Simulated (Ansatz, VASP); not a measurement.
**One calculation of F, two programs**

```
F
1.0
     0.00000    1.71587    1.71587
     1.71587    0.00000    1.71587
     1.71587    1.71587    0.00000
F
1
Cartesian
  0.0000 0.0000 0.0000
```

Alike in both runs: functional PBE; k mesh 28 × 28 × 28; occupations gaussian, width 0.1 eV; no spin polarisation.

Ansatz relaxed the structure, and its values are those at the end. VASP's run is a single point on that final structure, the one shown.

|  | VASP | Ansatz |
| --- | --- | --- |
| version | VASP 6.6.1 | Ansatz 0.2.0 |
| potentials or method | VASP PAW PBE potentials, release 64 (F), cutoff 600 eV | scalar-relativistic, plane waves, PAW |
| valence electrons in the cell | 7 | 7 |

Ansatz gave:

| Property | Result |
| --- | --- |
| gap on the k mesh at the Fermi level (eV) | none |
| pressure (GPa) | 0.0 |

Which values does VASP return?

gap on the k mesh at the Fermi level (eV): none; pressure (GPa): -0.6.

A gap of «none» marks a metal or a gap that the smearing closes. The functional is the same, so the differences come from potentials, cutoffs and numerics.
